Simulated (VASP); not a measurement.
# MoS2 (P-3m1) in VASP: notebook

Runs on MoS2. Level: PBE+D3(BJ). Tasks: single point.

Program: VASP 6.6.1. These are calculated values, not measurements. Logs are shortened: lines on timing, memory, paths and dates and some standing lists are left out, and cuts for length are marked.

## (1) The cell of the first run

The typed cell holds 6 atoms: a = 3.086 Å, b = 3.086 Å, c = 12.096 Å, α = 90.00°, β = 90.00°, γ = 120.00°.

## (2) Single point, PBE+D3(BJ)

The input, INCAR:

```
SYSTEM = MoS2
  PREC = Accurate
  ENCUT = 520
  EDIFF = 1E-6
  ISMEAR = 0
  SIGMA = 0.05
  LREAL = .False.
  LASPH = .True.
  NELM = 80
  ALGO = Normal
  ISIF = 2
  LWAVE = .False.
  LCHARG = .False.
  GGA = PE
  IVDW = 12
  NBANDS = 35
```

The input, KPOINTS:

```
Automatic mesh
0
Gamma
  12 12 4
  0 0 0
```

The input, POSCAR:

```
MoS2
1.0
    3.0864000000      0.0000000000      0.0000000000
   -1.5432000000      2.6729008062      0.0000000000
    0.0000000000      0.0000000000     12.0957854159
Mo S
2 4
Direct
    0.6666666667      0.3333333333      0.2501439769
    0.3333333333      0.6666666667      0.7498560231
    0.3333333333      0.6666666667      0.3795985159
    0.6666666667      0.3333333333      0.8793132861
    0.3333333333      0.6666666667      0.1206867139
    0.6666666667      0.3333333333      0.6204014841
```

Potentials or basis: VASP PAW PBE potentials, release 64 (Mo_sv, S).

Launch:

```bash
$ cat potpaw_PBE.64/Mo_sv/POTCAR potpaw_PBE.64/S/POTCAR > POTCAR
$ mpirun -np 1 vasp_std > vasp.out
```

OUTCAR:

```text
SYSTEM = MoS2
   PREC = Accurate
   ENCUT = 520
   EDIFF = 1E-6
   ISMEAR = 0
   LREAL = .False.
   LASPH = .True.
   NELM = 80
   ISIF = 2
   GGA = PE
   IVDW = 12
 IVDW          = 12

 ion  position               nearest neighbor table
   1  0.667  0.333  0.250-   3 2.37   3 2.37   3 2.37   5 2.37   5 2.37   5 2.37
   2  0.333  0.667  0.750-   6 2.37   6 2.37   6 2.37   4 2.37   4 2.37   4 2.37
   3  0.333  0.667  0.380-   1 2.37   1 2.37   1 2.37
   4  0.667  0.333  0.879-   2 2.37   2 2.37   2 2.37
   5  0.333  0.667  0.121-   1 2.37   1 2.37   1 2.37
   6  0.667  0.333  0.620-   2 2.37   2 2.37   2 2.37

  LATTYP: Found a hexagonal cell.
 ALAT       =     3.0864000000
 C/A-ratio  =     3.9190595567

  Lattice vectors:

 A1 = (   3.0864000000,   0.0000000000,   0.0000000000)
 A2 = (  -1.5432000000,   2.6729008062,   0.0000000000)
 A3 = (   0.0000000000,   0.0000000000,  12.0957854159)

Analysis of symmetry for initial positions (statically):
=====================================================================
 Subroutine PRICEL returns:
 Original cell was already a primitive cell.

 Routine SETGRP: Setting up the symmetry group for a
 hexagonal supercell.

 Subroutine GETGRP returns: Found 12 space group operations
 (whereof 12 operations were pure point group operations)
 out of a pool of 24 trial point group operations.

The static configuration has the point symmetry D_3d.

Analysis of symmetry for dynamics (positions and initial velocities):
=====================================================================
 Subroutine PRICEL returns:
 Original cell was already a primitive cell.

 Routine SETGRP: Setting up the symmetry group for a
 hexagonal supercell.

 Subroutine GETGRP returns: Found 12 space group operations
 (whereof 12 operations were pure point group operations)
 out of a pool of 24 trial point group operations.

The dynamic configuration has the point symmetry D_3d.

 Subroutine INISYM returns: Found 12 space group operations
 (whereof 12 operations are pure point group operations),
 and found     1 'primitive' translations

----------------------------------------------------------------------------------------

                                     Primitive cell

  volume of cell :      99.7859

  direct lattice vectors                    reciprocal lattice vectors
     3.086400000  0.000000000  0.000000000     0.324002074  0.187062684  0.000000000
    -1.543200000  2.672900806  0.000000000     0.000000000  0.374125369  0.000000000
     0.000000000  0.000000000 12.095785416     0.000000000  0.000000000  0.082673424

  length of vectors
     3.086400000  3.086400000 12.095785416     0.374125369  0.374125369  0.082673424

  position of ions in fractional coordinates (direct lattice)
     0.666666667  0.333333333  0.250143977
     0.333333333  0.666666667  0.749856023
     0.333333333  0.666666667  0.379598516
     0.666666667  0.333333333  0.879313286
     0.333333333  0.666666667  0.120686714
     0.666666667  0.333333333  0.620401484

  ion indices of the primitive-cell ions
   primitive index   ion index
                 1           1
                 2           2
                 3           3
                 4           4
                 5           5
                 6           6

----------------------------------------------------------------------------------------

 KPOINTS: Automatic mesh

Automatic generation of k-mesh.
 Grid dimensions read from file:
 generate k-points for:   12   12    4

 Generating k-lattice:

  Cartesian coordinates                     Fractional coordinates (reciprocal lattice)
     0.027000173  0.015588557  0.000000000     0.083333333  0.000000000  0.000000000
     0.000000000  0.031177114  0.000000000     0.000000000  0.083333333  0.000000000
     0.000000000  0.000000000  0.020668356     0.000000000  0.000000000  0.250000000

  Length of vectors
     0.031177114  0.031177114  0.020668356

  Shift w.r.t. Gamma in fractional coordinates (k-lattice)
     0.000000000  0.000000000  0.000000000

 Subroutine IBZKPT returns following result:
 ===========================================

 Found     69 irreducible k-points:

 Following reciprocal coordinates:
            Coordinates               Weight
  0.000000  0.000000  0.000000      1.000000
  0.083333 -0.000000  0.000000      6.000000
  0.166667 -0.000000  0.000000      6.000000
  0.250000 -0.000000  0.000000      6.000000
  0.333333  0.000000  0.000000      6.000000
  0.416667  0.000000  0.000000      6.000000
[... 16 lines left out ...]
  0.166667 -0.000000  0.250000      6.000000
  0.000000  0.166667  0.250000      6.000000
 [... further k-points ...]
   k-points           NKPTS =     69   k-points in BZ     NKDIM =     69   number of bands    NBANDS=     35
   number of dos      NEDOS =    301   number of ions     NIONS =      6
   total plane-waves  NPLWV =  51840
   dimension x,y,z NGX =    24 NGY =   24 NGZ =   90
   dimension x,y,z NGXF=    48 NGYF=   48 NGZF=  180
   ions per type =               2   4
   NGX,Y,Z   is equivalent  to a cutoff of  12.93, 12.93, 12.37 a.u.
   NGXF,Y,Z  is equivalent  to a cutoff of  25.85, 25.85, 24.74 a.u.
 SYSTEM =  MoS2
   PREC   = accura    normal or accurate (medium, high low for compatibility)
   ISTART =      0    job   : 0-new  1-cont  2-samecut
   ICHARG =      2    charge: 1-file 2-atom 10-const
   ISPIN  =      1    spin polarized calculation?
   LNONCOLLINEAR =      F non collinear calculations
   LSORBIT =      F    spin-orbit coupling
   LASPH  =      T    aspherical Exc in radial PAW
   ENCUT  =  520.0 eV  38.22 Ry    6.18 a.u.   5.74  5.74 22.49*2*pi/ulx,y,z
   NELM   =     80;   NELMIN=  2; NELMDL= -5     # of ELM steps
   EDIFF  = 0.1E-05   stopping-criterion for ELM
   LREAL  =      F    real-space projection
[... 7 lines left out ...]
   TEBEG  =    0.0;   TEEND  =   0.0 temperature during run
   PSTRESS=    0.0 pullay stress
   NELECT =      52.0000    total number of electrons
   NUPDOWN=      -1.0000    fix difference up-down
   EMIN   =  10.00;   EMAX   =-10.00  energy-range for DOS
   EFERMI =   0.00;   METHOD = LEGACY
   ISMEAR =     0;   SIGMA  =   0.05  broadening in eV -4-tet -1-fermi 0-gaus
   EFERMI_NEDOS =   21; number of points for ismear=-14 and -15
   IALGO  =     38    algorithm
   IMIX   =      4    mixing-type and parameters
     AMIX     =   0.40;   BMIX     =  1.00
     AMIX_MAG =   1.60;   BMIX_MAG =  1.00
  volume/ion in A,a.u.               =      16.63       112.23
  Fermi-wavevector in a.u.,A,eV,Ry     =   1.317406  2.489536 23.613701  1.735558
  Thomas-Fermi vector in A             =   2.447449
   LORBIT       =      0    0 simple, 1 ext, 2 COOP (PROOUT), +10 PAW based schemes
   GGA     = PE    functional components
   LHFCALC =     F    Hartree Fock is set to
   AEXX    =    0.0000 exact exchange contribution
   IVDW    =    12    specifies the selected vdW correction
   LEPSILON=     F    determine dielectric tensor
   LRPA    =     F    only Hartree local field effects (RPA)
 non-spin polarized calculation
 Gauss-broadening in eV      SIGMA  =   0.05
  energy-cutoff  :      520.00
  volume of cell :       99.79
 maximum number of plane-waves:      2704
 NGX is ok and might be reduce to    24
   NGX = 11   NGY = 11   NGZ = 45

 number of electron      52.0000004 magnetization

 Free energy of the ion-electron system (eV)
  ---------------------------------------------------
  ext. energy  EPLUGINS =         0.00000000
  ---------------------------------------------------
  free energy    TOTEN  =       -43.34208434 eV

  energy without entropy =      -43.34208434  energy(sigma->0) =      -43.34208434

 E-fermi :   8.6860     XC(G=0): -11.2121

 val. band max:        8.3773808998   @ k =   0.0000   0.0000   0.0000
 cond. band min:       9.2171062282   @ k =   0.1667   0.1667   0.0000
 fundamental gap:      0.8397253284
 Fermi energy:         8.6859961392

 k-point     1 :       0.0000    0.0000    0.0000
  band No.  band energies     occupation
      1     -53.0129      2.00000
      2     -53.0129      2.00000
      3     -27.2302      2.00000
      4     -27.2301      2.00000
      5     -26.9047      2.00000
      6     -26.9047      2.00000
[... 27 lines left out ...]
     34      11.0861      0.00000
     35      14.4606      0.00000

 k-point     2 :       0.0833   -0.0000    0.0000
  band No.  band energies     occupation
      1     -53.0092      2.00000
      2     -53.0092      2.00000
      3     -27.2232      2.00000
      4     -27.2230      2.00000
      5     -26.9400      2.00000
      6     -26.9400      2.00000
[... 27 lines left out ...]
     34      10.9805      0.00000
     35      14.9952      0.00000

 k-point     3 :       0.1667   -0.0000    0.0000
  band No.  band energies     occupation
      1     -52.9989      2.00000
      2     -52.9989      2.00000
      3     -27.2039      2.00000
      4     -27.2037      2.00000
      5     -27.0355      2.00000
      6     -27.0355      2.00000
[... 27 lines left out ...]
     34      11.4657      0.00000
     35      16.0101      0.00000
[... 723 lines left out ...]
 k-point    23 :       0.1667   -0.0000    0.2500
  band No.  band energies     occupation
      1     -52.9989      2.00000
      2     -52.9989      2.00000
      3     -27.2038      2.00000
      4     -27.2038      2.00000
      5     -27.0356      2.00000
      6     -27.0355      2.00000
[... 27 lines left out ...]
     34      11.4467      0.00000
     35      16.0180      0.00000

 k-point    24 :       0.0000    0.1667    0.2500
  band No.  band energies     occupation
      1     -52.9989      2.00000
      2     -52.9989      2.00000
      3     -27.2038      2.00000
      4     -27.2038      2.00000
      5     -27.0356      2.00000
      6     -27.0355      2.00000
[... 27 lines left out ...]
     34      11.4467      0.00000
     35      16.1309      0.00000

 [... further k-points ...]

------------------------ aborting loop because EDIFF is reached ----------------------------------------

 Edisp (eV)   -2.73475

 E8    (eV) :    -1.1026

  FORCE on cell =-STRESS in cart. coord.  units (eV):
  Direction    XX          YY          ZZ          XY          YZ          ZX
  --------------------------------------------------------------------------------------
  -------------------------------------------------------------------------------------
  Total       4.68992     4.68992     2.58506     0.00000     0.00000     0.00000
  in kB      75.30212    75.30212    41.50604     0.00000     0.00000     0.00000
  external pressure =       64.04 kB  Pullay stress =        0.00 kB

 VOLUME and BASIS-vectors are now :
 -----------------------------------------------------------------------------
  energy-cutoff  :      520.00
  volume of cell :       99.79
      direct lattice vectors                 reciprocal lattice vectors
     3.086400000  0.000000000  0.000000000     0.324002074  0.187062684  0.000000000
    -1.543200000  2.672900806  0.000000000     0.000000000  0.374125369  0.000000000
     0.000000000  0.000000000 12.095785416     0.000000000  0.000000000  0.082673424

 POSITION                                       TOTAL-FORCE (eV/Angst)
 -----------------------------------------------------------------------------------
      1.54320      0.89097      3.02569         0.000000      0.000000     -0.001371
     -0.00000      1.78193      9.07010        -0.000000     -0.000000      0.001371
     -0.00000      1.78193      4.59154        -0.000000      0.000000      0.419247
      1.54320      0.89097     10.63598         0.000000      0.000000      0.422006
     -0.00000      1.78193      1.45980         0.000000      0.000000     -0.422006
      1.54320      0.89097      7.50424         0.000000     -0.000000     -0.419247
 -----------------------------------------------------------------------------------
    total drift:                               -0.000000      0.000000      0.000000

  FREE ENERGIE OF THE ION-ELECTRON SYSTEM (eV)
  ---------------------------------------------------
  free  energy   TOTEN  =       -46.0768378254 eV

  energy  without entropy=      -46.0768378254  energy(sigma->0) =      -46.07683783
```

Wall time 77 s (1 thread of Intel Xeon 6975P-C (Granite Rapids), shared host); peak memory 0.34 GiB.

What came out:

| Property | Result |
| --- | --- |
| Free energy | -46.0768 eV |
| Pressure | 6.4 GPa |
| Largest force | 0.422 eV/Å |
| Band gap on the k mesh | 0.84 eV (least direct gap 1.91 eV) |
| Dispersion energy per atom | -0.456 eV |

Forces in eV/Å, atoms in the order of the input:
```
Mo   0.000  0.000 -0.001
Mo   0.000  0.000  0.001
S    0.000  0.000  0.419
S    0.000  0.000  0.422
S    0.000  0.000 -0.422
S    0.000  0.000 -0.419
```

Levels at points of the mesh, in eV from the valence-band top:
| k point | band 24 | band 25 | band 26 | band 27 | band 28 | band 29 |
| --- | --- | --- | --- | --- | --- | --- |
| (0.00, 0.00, 0.00) | -1.42 | -1.18 | 0.00 | 2.35 | 2.35 | 2.38 |
| (0.50, 0.00, 0.00) | -1.43 | -1.33 | -1.33 | 1.94 | 1.99 | 2.24 |
| (0.00, 0.00, 0.50) | -2.03 | -0.31 | -0.30 | 2.35 | 2.35 | 2.35 |
| (0.50, 0.00, 0.50) | -1.46 | -1.37 | -1.37 | 1.96 | 1.96 | 2.44 |

Caveat: the cell stands under pressure. A k mesh can miss the band edges.

(Part 1 of 2 ends here.)
